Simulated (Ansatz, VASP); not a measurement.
Two plane-wave programs on MnO2

```
CELL_PARAMETERS angstrom
4.45573 0.00000 0.00000
0.00000 4.45573 0.00000
0.00000 0.00000 3.11996
ATOMIC_POSITIONS crystal
Mn 0.00000 0.00000 0.00000
Mn 0.50000 0.50000 0.50000
O 0.30784 0.30784 0.00000
O 0.19216 0.80784 0.50000
O 0.69216 0.69216 0.00000
O 0.80784 0.19216 0.50000
```

Change from the starting cell: strain along c alone, the other axes held, atoms relaxed: +6.0 %.

Alike in both runs: functional PBE; k mesh 8 × 8 × 12; occupations gaussian, width 0.1 eV; collinear spin; Hubbard terms Mn d U = 3.9 eV.

Ansatz relaxed the structure, and its values are those at the end. VASP's run is a single point on that final structure, the one shown.

|  | VASP | Ansatz |
| --- | --- | --- |
| version | VASP 6.6.1 | Ansatz 0.2.0 |
| potentials or method | VASP PAW PBE potentials, release 64 (Mn_pv, O), cutoff 520 eV | scalar-relativistic, plane waves, PAW |
| valence electrons in the cell | 50 | 54 |

|  | VASP | Ansatz | Ansatz less VASP |
| --- | --- | --- | --- |
| gap on the k mesh at the Fermi level (eV) | none | none | - |
| pressure (GPa) | -7.9 | -7.5 | +0.39 |
| rms of the force components (eV/Å) | 0.009 | 0.000 | -0.0090 |
| net moment per atom (μB) | 1.01 | 1.00 | -0.006 |
| size of the moment on the site where the two differ most (μB) | 3.38 | 3.03 | -0.353 |

Site moments also hang on the region over which each program counts them. The programs project onto different local orbitals, so the same U acts differently, and such runs can settle in different states. A gap of «none» marks a metal or a gap that the smearing closes. VASP's potentials hold 50 valence electrons a cell and Ansatz's 54, so a difference there can come from the potentials and not from the codes. Ansatz's warnings: filled band counts differ across k points, stress scf threshold loose.
